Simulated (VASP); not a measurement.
Input of a VASP 6.6.1 run:

INCAR

```
SYSTEM = GaN
ALGO = Normal
EDIFF = 1E-6
ENCUT = 520
GGA = PE
ISIF = 2
ISMEAR = 0
LASPH = .True.
LCHARG = .True.
LELF = .True.
LREAL = .False.
LVHAR = .True.
LWAVE = .False.
NBANDS = 16
NELM = 60
PREC = Accurate
SIGMA = 0.01
```

KPOINTS

```
k-points
0
Gamma
  6 6 6
  0 0 0
```

The input POSCAR:

```
GaN
1.0
    0.0000000000      2.3389106427      2.1467438436
    2.3389106427      0.0000000000      2.1467438436
    2.3389106427      2.3389106427      0.0000000000
Ga N
1 1
Direct
    0.0000000000      0.0000000000      0.0000000000
    0.2500000000      0.2500000000      0.2500000000
```

Potentials or basis: VASP PAW PBE potentials, release 64 (Ga_d, N).

Launch:

```console
$ cat potpaw_PBE.64/Ga_d/POTCAR potpaw_PBE.64/N/POTCAR > POTCAR
$ mpirun -np 1 vasp_std > vasp.out
```

Q: What does it give for the pressure?

A: -0.1 GPa.

Q: What does it give for the band gap on the k mesh?

A: 1.31 eV, direct.

Stress tensor (GPa, compression positive):
```
-3.03  0.00  0.00
 0.00 -3.03  0.00
 0.00  0.00  5.64
```

Caveat: the cell differs from its parent crystal (epitaxial xy strain +4.0%).
